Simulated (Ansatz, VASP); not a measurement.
# One calculation of Sn, two programs

```
CELL_PARAMETERS angstrom
0.00000 3.32732 3.32732
3.32732 0.00000 3.32732
3.32732 3.32732 0.00000
ATOMIC_POSITIONS crystal
Sn 0.00000 0.00000 0.00000
Sn 0.25000 0.25000 0.25000
```

Alike in both runs: functional PBE; k mesh 12 × 12 × 12; occupations gaussian, width 0.1 eV; no spin polarisation.

Ansatz relaxed the structure, and its values are those at the end. VASP's run is a single point on that final structure, the one shown.

|  | VASP | Ansatz |
| --- | --- | --- |
| version | VASP 6.6.1 | Ansatz 0.2.0 |
| potentials or method | VASP PAW PBE potentials, release 64 (Sn_d), cutoff 520 eV | scalar-relativistic, plane waves, PAW |
| valence electrons in the cell | 28 | 28 |

|  | VASP | Ansatz | Ansatz less VASP |
| --- | --- | --- | --- |
| gap on the k mesh at the Fermi level (eV) | none | none | - |
| pressure (GPa) | 0.0 | 0.0 | +0.05 |

A gap of «none» marks a metal or a gap that the smearing closes. With one functional, cell and mesh, what is left measures potentials, basis and numerics.
